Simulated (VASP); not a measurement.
A run of VASP 6.6.1 is set up as follows.

The input INCAR:

```
SYSTEM = WC
ALGO     = Normal         ! electronic algorithm
EDIFF    = 1E-6           ! SCF threshold, eV
ENCUT    = 1300           ! plane-wave cutoff, eV
GGA      = PE             ! functional
GGA_COMPAT= .False.      
ISIF     = 2              ! what is computed and relaxed
ISMEAR   = 0              ! smearing method
LASPH    = .True.         ! aspherical terms in the spheres
LCHARG   = .False.        ! write CHGCAR
LREAL    = .False.        ! projectors in reciprocal space
LWAVE    = .False.        ! write WAVECAR
NBANDS   = 16             ! bands
NELM     = 120            ! most SCF steps
PREC     = Accurate       ! precision mode
SIGMA    = 0.15           ! smearing width, eV
```

File KPOINTS:

```
k-points
0
Gamma
  18 18 16
  0 0 0
```

POSCAR

```
WC
1.0
    2.9585114647      0.0000000000      0.0000000000
   -1.4792557324      2.4616697687      0.0000000000
    0.0000000000      0.0000000000      2.8290000000
W C
1 1
Direct
    0.0000000000      0.0000000000      0.0000000000
    0.6666666667      0.3333333333      0.5000000000
```

Potentials or basis: VASP PAW PBE potentials, release 64 (W_sv, C_h).

Command:

```sh
$ cat potpaw_PBE.64/W_sv/POTCAR potpaw_PBE.64/C_h/POTCAR > POTCAR
$ mpirun -np 1 vasp_std > vasp.out
```

Task: What does it give for the pressure?

Result: 10.1 GPa.

Task: Estimate the band gap on the k mesh.

Result: Zero (bands 9 and 10 overlap by 1.25 eV).

Task: Predict the largest force.

Result: 0.253 eV/Å.

Stress tensor (GPa, compression positive):
```
-0.06  0.00  0.00
 0.00 20.00  0.00
 0.00  0.00 10.27
```

Caveat: the cell differs from its parent crystal (strain +0.0200 x Voigt [1, -1, 0, 0, 0, 0]); the stress differs along the axes, from -0 to 20 GPa; spin-orbit coupling is left out, which moves the levels of the heavy elements.
